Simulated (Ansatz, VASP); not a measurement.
# Two plane-wave programs on C

```
C
1.0
     2.46570   -0.00001    0.00000
     1.23286    2.09264    0.00000
     0.00000    0.00000   26.00154
C
2
Direct
  0.16510 0.16667 0.50000
  0.49948 0.49791 0.50000
```

Change from the starting cell: strain along y -0.020, atoms relaxed.

Alike in both runs: functional PBE; dispersion D3(BJ); k mesh 21 × 21 × 1; occupations gaussian, width 0.1 eV; no spin polarisation.

Ansatz relaxed the structure, and its values are those at the end. VASP's run is a single point on that final structure, the one shown.

|  | VASP | Ansatz |
| --- | --- | --- |
| version | VASP 6.6.1 | Ansatz 0.2.0 |
| potentials or method | VASP PAW PBE potentials, release 64 (C), cutoff 520 eV | scalar-relativistic, plane waves, PAW |
| valence electrons in the cell | 8 | 8 |

```tsv
	VASP	Ansatz	Ansatz less VASP
gap on the k mesh at the Fermi level (eV)	0.21	0.21	0.000
least direct gap on the mesh (eV)	0.21	0.21	0.000
```

Ansatz's warnings: stress scf threshold loose, structure snapped to symmetry.
